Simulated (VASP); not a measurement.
# CdTe (Fm-3m) in VASP: further runs

The runs below take CdTe through single point, with r2SCAN.

Program: VASP 6.6.1. These are calculated values, not measurements. Logs are shortened: lines on timing, memory, paths and dates and some standing lists are left out, and cuts for length are marked.

### Step 1. The cell of the first run

It takes space group Fm-3m (No. 225, cubic). Conventional cell: a = 6.089 Å, b = 6.089 Å, c = 6.089 Å, α = 90.00°, β = 90.00°, γ = 90.00°. Within 4.0 Å of Cd (site symmetry m-3m) lie 6 Te at 3.04 Å. Te (site symmetry m-3m) has 6 Cd at 3.04 Å within 4.0 Å.

### Step 2. Single point, r2SCAN

Contents of POSCAR:

```
CdTe
1.0
    0.0000000000      3.0443556749      3.0443556749
    3.0443556749      0.0000000000      3.0443556749
    3.0443556749      3.0443556749      0.0000000000
Cd Te
1 1
Direct
    0.0000000000      0.0000000000      0.0000000000
    0.5000000000      0.5000000000      0.5000000000
```

Contents of INCAR.step1:

```
PREC = Accurate
ENCUT = 520
ISMEAR = -1
SIGMA = 0.02
LREAL = F
LASPH = T
NELM = 80
NBANDS = 16
GGA = PE
ALGO = Normal
EDIFF = 1E-4
LWAVE = T
LCHARG = F
```

Contents of INCAR.step2:

```
PREC = Accurate
ENCUT = 520
EDIFF = 1E-6
ISMEAR = -1
SIGMA = 0.02
LREAL = F
LASPH = T
NELM = 80
ALGO = Normal
ISIF = 2
LWAVE = F
LCHARG = F
METAGGA = R2SCAN
LMIXTAU = T
NBANDS = 16
ISTART = 1
```

Contents of KPOINTS:

```
regular mesh
0
Gamma
  4 4 4
```

Potentials or basis: VASP PAW PBE potentials, release 64 (Cd, Te).

Run with:

```console
cat potpaw_PBE.64/Cd/POTCAR potpaw_PBE.64/Te/POTCAR > POTCAR
cp INCAR.step1 INCAR
mpirun -np 1 vasp_std > vasp.out
cp INCAR.step2 INCAR
mpirun -np 1 vasp_std > vasp.out
```

OUTCAR:

```text
PREC = Accurate
   ENCUT = 520
   EDIFF = 1E-6
   ISMEAR = -1
   LREAL = F
   LASPH = T
   NELM = 80
   ISIF = 2
   METAGGA = R2SCAN
   ISTART = 1

 ion  position               nearest neighbor table
   1  0.000  0.000  0.000-   2 3.04   2 3.04   2 3.04   2 3.04   2 3.04   2 3.04
   2  0.500  0.500  0.500-   1 3.04   1 3.04   1 3.04   1 3.04   1 3.04   1 3.04

  LATTYP: Found a face centered cubic cell.
 ALAT       =     6.0887113498

  Lattice vectors:

 A1 = (   0.0000000000,   3.0443556749,   3.0443556749)
 A2 = (   3.0443556749,   0.0000000000,   3.0443556749)
 A3 = (   3.0443556749,   3.0443556749,   0.0000000000)

Analysis of symmetry for initial positions (statically):
=====================================================================
 Subroutine PRICEL returns:
 Original cell was already a primitive cell.

 Routine SETGRP: Setting up the symmetry group for a
 face centered cubic supercell.

 Subroutine GETGRP returns: Found 48 space group operations
 (whereof 48 operations were pure point group operations)
 out of a pool of 48 trial point group operations.

The static configuration has the point symmetry O_h .

Analysis of symmetry for dynamics (positions and initial velocities):
=====================================================================
 Subroutine PRICEL returns:
 Original cell was already a primitive cell.

 Routine SETGRP: Setting up the symmetry group for a
 face centered cubic supercell.

 Subroutine GETGRP returns: Found 48 space group operations
 (whereof 48 operations were pure point group operations)
 out of a pool of 48 trial point group operations.

The dynamic configuration has the point symmetry O_h .

 Subroutine INISYM returns: Found 48 space group operations
 (whereof 48 operations are pure point group operations),
 and found     1 'primitive' translations

----------------------------------------------------------------------------------------

                                     Primitive cell

  volume of cell :      56.4308

  direct lattice vectors                    reciprocal lattice vectors
     0.000000000  3.044355675  3.044355675    -0.164238365  0.164238365  0.164238365
     3.044355675  0.000000000  3.044355675     0.164238365 -0.164238365  0.164238365
     3.044355675  3.044355675  0.000000000     0.164238365  0.164238365 -0.164238365

  length of vectors
     4.305369084  4.305369084  4.305369084     0.284469194  0.284469194  0.284469194

  position of ions in fractional coordinates (direct lattice)
[... 8 lines left out ...]
----------------------------------------------------------------------------------------

 KPOINTS: regular mesh

Automatic generation of k-mesh.
 Grid dimensions read from file:
 generate k-points for:    4    4    4

 Generating k-lattice:

  Cartesian coordinates                     Fractional coordinates (reciprocal lattice)
    -0.041059591  0.041059591  0.041059591     0.250000000  0.000000000  0.000000000
     0.041059591 -0.041059591  0.041059591     0.000000000  0.250000000  0.000000000
     0.041059591  0.041059591 -0.041059591     0.000000000  0.000000000  0.250000000

  Length of vectors
     0.071117298  0.071117298  0.071117298

  Shift w.r.t. Gamma in fractional coordinates (k-lattice)
     0.000000000  0.000000000  0.000000000

 Subroutine IBZKPT returns following result:
 ===========================================

 Found      8 irreducible k-points:

 Following reciprocal coordinates:
            Coordinates               Weight
  0.000000  0.000000  0.000000      1.000000
  0.250000  0.000000  0.000000      8.000000
  0.500000  0.000000  0.000000      4.000000
  0.250000  0.250000  0.000000      6.000000
  0.500000  0.250000  0.000000     24.000000
 -0.250000  0.250000  0.000000     12.000000
  0.500000  0.500000  0.000000      3.000000
 -0.250000  0.500000  0.250000      6.000000
   k-points           NKPTS =      8   k-points in BZ     NKDIM =      8   number of bands    NBANDS=     16
   number of dos      NEDOS =    301   number of ions     NIONS =      2
   total plane-waves  NPLWV =  32768
   dimension x,y,z NGX =    32 NGY =   32 NGZ =   32
   dimension x,y,z NGXF=    64 NGYF=   64 NGZF=   64
   ions per type =               1   1
   NGX,Y,Z   is equivalent  to a cutoff of  12.36, 12.36, 12.36 a.u.
   NGXF,Y,Z  is equivalent  to a cutoff of  24.71, 24.71, 24.71 a.u.
 SYSTEM =  unknown system
   PREC   = accura    normal or accurate (medium, high low for compatibility)
   ISTART =      1    job   : 0-new  1-cont  2-samecut
   ICHARG =      0    charge: 1-file 2-atom 10-const
   ISPIN  =      1    spin polarized calculation?
   LNONCOLLINEAR =      F non collinear calculations
   LSORBIT =      F    spin-orbit coupling
   LASPH  =      T    aspherical Exc in radial PAW
   ENCUT  =  520.0 eV  38.22 Ry    6.18 a.u.   8.01  8.01  8.01*2*pi/ulx,y,z
   NELM   =     80;   NELMIN=  2; NELMDL=  0     # of ELM steps
   EDIFF  = 0.1E-05   stopping-criterion for ELM
   LREAL  =      F    real-space projection
   EDIFFG = 0.1E-04   stopping-criterion for IOM
   NSW    =      0    number of steps for IOM
   IBRION =     -1    ionic relax: 0-MD 1-quasi-New 2-CG
   NFREE  =      0    steps in history (QN), initial steepest desc. (CG)
   ISIF   =      2    stress and relaxation
   ISYM   =      2    0-nonsym 1-usesym 2-fastsym
   POTIM  = 0.5000    time-step for ionic-motion
   TEBEG  =    0.0;   TEEND  =   0.0 temperature during run
   PSTRESS=    0.0 pullay stress
   NELECT =      18.0000    total number of electrons
   NUPDOWN=      -1.0000    fix difference up-down
   EMIN   =  10.00;   EMAX   =-10.00  energy-range for DOS
   EFERMI =   0.00;   METHOD = LEGACY
   ISMEAR =    -1;   SIGMA  =   0.02  broadening in eV -4-tet -1-fermi 0-gaus
   EFERMI_NEDOS =   21; number of points for ismear=-14 and -15
   IALGO  =     38    algorithm
   IMIX   =      4    mixing-type and parameters
     AMIX     =   0.40;   BMIX     =  1.00
     AMIX_MAG =   1.60;   BMIX_MAG =  1.00
  volume/ion in A,a.u.               =      28.22       190.41
  Fermi-wavevector in a.u.,A,eV,Ry     =   1.118563  2.113777 17.023367  1.251182
  Thomas-Fermi vector in A             =   2.255195
   LORBIT       =      0    0 simple, 1 ext, 2 COOP (PROOUT), +10 PAW based schemes
   METAGGA = R2SCAN    functional components
   LHFCALC =     F    Hartree Fock is set to
   AEXX    =    0.0000 exact exchange contribution
   IVDW    =     0    specifies the selected vdW correction
   LEPSILON=     F    determine dielectric tensor
   LRPA    =     F    only Hartree local field effects (RPA)
 non-spin polarized calculation
  energy-cutoff  :      520.00
  volume of cell :       56.43
 maximum number of plane-waves:      1540
   NGX = 17   NGY = 17   NGZ = 17

 number of electron      18.0000002 magnetization

 Free energy of the ion-electron system (eV)
  ---------------------------------------------------
  ext. energy  EPLUGINS =         0.00000000
  ---------------------------------------------------
  free energy    TOTEN  =       -46.22946351 eV

  energy without entropy =      -46.22614136  energy(sigma->0) =      -46.22780244

 E-fermi :   3.8129     XC(G=0): -10.2343

 val. band max:        3.8026364183   @ k =   0.5000   0.0000   0.0000
 cond. band min:       4.7983130488   @ k =   0.0000   0.0000   0.0000
 fundamental gap:      0.9956766305
 Fermi energy:         3.8128799409

 k-point     1 :       0.0000    0.0000    0.0000
  band No.  band energies     occupation
      1      -8.1384      2.00000
      2      -4.8511      2.00000
      3      -4.8511      2.00000
      4      -4.8087      2.00000
      5      -4.8087      2.00000
      6      -4.8087      2.00000
[... 8 lines left out ...]
     15      12.2193      0.00000
     16      12.2193      0.00000

 k-point     2 :       0.2500    0.0000    0.0000
  band No.  band energies     occupation
      1      -7.6494      2.00000
      2      -4.9286      2.00000
      3      -4.9286      2.00000
      4      -4.8303      2.00000
      5      -4.7696      2.00000
      6      -4.7696      2.00000
[... 8 lines left out ...]
     15      12.8189      0.00000
     16      12.8189      0.00000

 k-point     3 :       0.5000    0.0000    0.0000
  band No.  band energies     occupation
      1      -6.9795      2.00000
      2      -5.0076      2.00000
      3      -5.0076      2.00000
      4      -4.8841      2.00000
      5      -4.7264      2.00000
      6      -4.7264      2.00000
[... 8 lines left out ...]
     15      15.5300      0.00000
     16      15.5300      0.00000

 k-point     4 :       0.2500    0.2500    0.0000
  band No.  band energies     occupation
      1      -7.5964      2.00000
      2      -4.8587      2.00000
      3      -4.8401      2.00000
      4      -4.8260      2.00000
      5      -4.7585      2.00000
      6      -4.7584      2.00000
[... 8 lines left out ...]
     15      14.9328      0.00000
     16      15.3271      0.00000

 k-point     5 :       0.5000    0.2500    0.0000
  band No.  band energies     occupation
      1      -7.1643      2.00000
      2      -4.9056      2.00000
      3      -4.8439      2.00000
      4      -4.7660      2.00000
      5      -4.7112      2.00000
      6      -4.4842      2.00000
[... 8 lines left out ...]
     15      15.9408      0.00000
     16      16.2364      0.00000

 k-point     6 :      -0.2500    0.2500    0.0000
  band No.  band energies     occupation
      1      -7.1951      2.00000
      2      -4.9839      2.00000
      3      -4.8702      2.00000
      4      -4.8098      2.00000
      5      -4.7450      2.00000
      6      -4.6437      2.00000
[... 8 lines left out ...]
     15      14.7714      0.00000
     16      15.4459      0.00000

 k-point     7 :       0.5000    0.5000    0.0000
  band No.  band energies     occupation
      1      -7.2994      2.00000
      2      -4.8715      2.00000
      3      -4.8009      2.00000
      4      -4.6881      2.00000
      5      -4.6880      2.00000
      6      -3.9228      2.00000
[... 8 lines left out ...]
     15      16.6746      0.00000
     16      17.4743      0.00000

 k-point     8 :      -0.2500    0.5000    0.2500
  band No.  band energies     occupation
      1      -7.1398      2.00000
      2      -4.9251      2.00000
      3      -4.7978      2.00000
      4      -4.7977      2.00000
      5      -4.6880      2.00000
      6      -4.0902      2.00000
[... 8 lines left out ...]
     15      15.1590      0.00000
     16      17.5073      0.00000

------------------------ aborting loop because EDIFF is reached ----------------------------------------

  FORCE on cell =-STRESS in cart. coord.  units (eV):
  Direction    XX          YY          ZZ          XY          YZ          ZX
  --------------------------------------------------------------------------------------
  -------------------------------------------------------------------------------------
  Total        0.1704570      0.1704570      0.1704570     -0.0000000      0.0000000     -0.0000000
  in kB        4.8395988      4.8395988      4.8395988     -0.0000000      0.0000000     -0.0000000
  external PRESSURE =       4.8395988 kB  Pullay stress =       0.0000000 kB

 VOLUME and BASIS-vectors are now :
 -----------------------------------------------------------------------------
  energy-cutoff  :      520.00
  volume of cell :       56.43
      direct lattice vectors                 reciprocal lattice vectors
     0.000000000  3.044355675  3.044355675    -0.164238365  0.164238365  0.164238365
     3.044355675  0.000000000  3.044355675     0.164238365 -0.164238365  0.164238365
     3.044355675  3.044355675  0.000000000     0.164238365  0.164238365 -0.164238365

 POSITION                                       TOTAL-FORCE (eV/Angst)
 -----------------------------------------------------------------------------------
      0.00000      0.00000      0.00000         0.000000      0.000000      0.000000
      3.04436      3.04436      3.04436         0.000000      0.000000      0.000000
 -----------------------------------------------------------------------------------
    total drift:                                0.000000     -0.000000     -0.000000

  FREE ENERGIE OF THE ION-ELECTRON SYSTEM (eV)
  ---------------------------------------------------
  free  energy   TOTEN  =       -46.2294635098 eV

  energy  without entropy=      -46.2261413639  energy(sigma->0) =      -46.22780244
```

It took 22 s on 1 thread of AMD EPYC 9R45 (Zen 5), shared host; peak memory 0.16 GiB.

Results:

```yaml
Free_energy: -46.2295 eV
Pressure: 0.5 GPa
Band_gap_on_the_k_mesh: zero (band 9 reaches 3.80 eV, above the bottom of band 10 at 2.85 eV)
```

Levels at points of the mesh, in eV from the Fermi level:
| k point | band 5 | band 6 | band 7 | band 8 | band 9 | band 10 | band 11 | band 12 | band 13 | band 14 |
| --- | --- | --- | --- | --- | --- | --- | --- | --- | --- | --- |
| (0.00, 0.00, 0.00) | -8.62 | -8.62 | -0.44 | -0.44 | -0.44 | 0.99 | 7.57 | 7.57 | 7.57 | 8.41 |
| (0.50, 0.00, 0.00) | -8.54 | -8.54 | -5.24 | -0.01 | -0.01 | 3.26 | 4.41 | 4.41 | 5.31 | 10.97 |
| (0.50, 0.50, 0.00) | -8.50 | -7.74 | -4.19 | -2.10 | -2.10 | -0.96 | 4.63 | 10.01 | 10.01 | 10.75 |

Caveat: the k points lie up to 0.45 Å⁻¹ apart; the PAW data sets were made with another functional, which shifts forces and pressure a little; spin-orbit coupling is left out, which moves the levels of the heavy elements.

### Step 3. Single point, r2SCAN

POSCAR is that of step 2.

Contents of INCAR.step1:

```
PREC = Accurate
ENCUT = 520
ISMEAR = 0
SIGMA = 0.05
LREAL = False
LASPH = True
NELM = 100
NBANDS = 16
GGA = PE
ALGO = Normal
EDIFF = 1E-4
LWAVE = True
LCHARG = False
```

Contents of INCAR.step2:

```
PREC = Accurate
ENCUT = 520
EDIFF = 1E-7
ISMEAR = 0
SIGMA = 0.05
LREAL = False
LASPH = True
NELM = 100
ALGO = Normal
ISIF = 2
LWAVE = False
LCHARG = False
METAGGA = R2SCAN
LMIXTAU = True
NBANDS = 16
ISTART = 1
```

Contents of KPOINTS:

```
regular mesh
0
Gamma
  6 6 6
```

Potentials or basis: VASP PAW PBE potentials, release 64 (Cd, Te).

Run with:

```console
cat potpaw_PBE.64/Cd/POTCAR potpaw_PBE.64/Te/POTCAR > POTCAR
cp INCAR.step1 INCAR
mpirun -np 1 vasp_std > vasp.out
cp INCAR.step2 INCAR
mpirun -np 1 vasp_std > vasp.out
```

OUTCAR:

```text
PREC = Accurate
   ENCUT = 520
   EDIFF = 1E-7
   ISMEAR = 0
   LREAL = False
   LASPH = True
   NELM = 100
   ISIF = 2
   METAGGA = R2SCAN
   ISTART = 1

 ion  position               nearest neighbor table
   1  0.000  0.000  0.000-   2 3.04   2 3.04   2 3.04   2 3.04   2 3.04   2 3.04
   2  0.500  0.500  0.500-   1 3.04   1 3.04   1 3.04   1 3.04   1 3.04   1 3.04

  LATTYP: Found a face centered cubic cell.
 ALAT       =     6.0887113498

  Lattice vectors:

[... 481 lines left out ...]

  FORCE on cell =-STRESS in cart. coord.  units (eV):
  Direction    XX          YY          ZZ          XY          YZ          ZX
  --------------------------------------------------------------------------------------
  -------------------------------------------------------------------------------------
  Total        0.0608864      0.0608864      0.0608864      0.0000000      0.0000000     -0.0000000
  in kB        1.7286813      1.7286813      1.7286813      0.0000000      0.0000000     -0.0000000
  external PRESSURE =       1.7286813 kB  Pullay stress =       0.0000000 kB

 VOLUME and BASIS-vectors are now :
 -----------------------------------------------------------------------------
  energy-cutoff  :      520.00
  volume of cell :       56.43
      direct lattice vectors                 reciprocal lattice vectors
     0.000000000  3.044355675  3.044355675    -0.164238365  0.164238365  0.164238365
     3.044355675  0.000000000  3.044355675     0.164238365 -0.164238365  0.164238365
     3.044355675  3.044355675  0.000000000     0.164238365  0.164238365 -0.164238365

 POSITION                                       TOTAL-FORCE (eV/Angst)
 -----------------------------------------------------------------------------------
      0.00000      0.00000      0.00000         0.000000      0.000000      0.000000
      3.04436      3.04436      3.04436        -0.000000     -0.000000      0.000000
 -----------------------------------------------------------------------------------
    total drift:                                0.000000     -0.000000     -0.000000

  FREE ENERGIE OF THE ION-ELECTRON SYSTEM (eV)
  ---------------------------------------------------
  free  energy   TOTEN  =       -46.2923072753 eV

  energy  without entropy=      -46.2910573712  energy(sigma->0) =      -46.29168232
```

OUTCAR.step1:

```text
PREC = Accurate
   ENCUT = 520
   ISMEAR = 0
   LREAL = False
   LASPH = True
[... 514 lines left out ...]
      0.00000      0.00000      0.00000         0.000000     -0.000000      0.000000
      3.04436      3.04436      3.04436        -0.000000      0.000000     -0.000000
 -----------------------------------------------------------------------------------
    total drift:                                0.000000     -0.000000     -0.000000

  FREE ENERGIE OF THE ION-ELECTRON SYSTEM (eV)
  ---------------------------------------------------
  free  energy   TOTEN  =        -4.4194981549 eV

  energy  without entropy=       -4.4171975963  energy(sigma->0) =       -4.41834788
```

Wall time 39 s (1 thread of AMD EPYC 9R45 (Zen 5), shared host); peak memory 0.16 GiB.

Results:

```
Free energy            : -46.2923 eV
Pressure               : 0.2 GPa
Band gap on the k mesh : zero (band 9 reaches 3.90 eV, above the bottom of band 10 at 2.85 eV)
```

Levels at points of the mesh, in eV from the Fermi level:
```
           k point  band 7  band 8  band 9  band 10  band 11  band 12
(0.00, 0.00, 0.00)   -0.56   -0.56   -0.56     0.87     7.45     7.45
(0.50, 0.00, 0.00)   -5.36   -0.13   -0.13     3.15     4.30     4.30
(0.50, 0.50, 0.00)   -4.31   -2.22   -2.22    -1.07     4.51     9.89
```

Caveat: the PAW data sets were made with another functional, which shifts forces and pressure a little; spin-orbit coupling is left out, which moves the levels of the heavy elements.
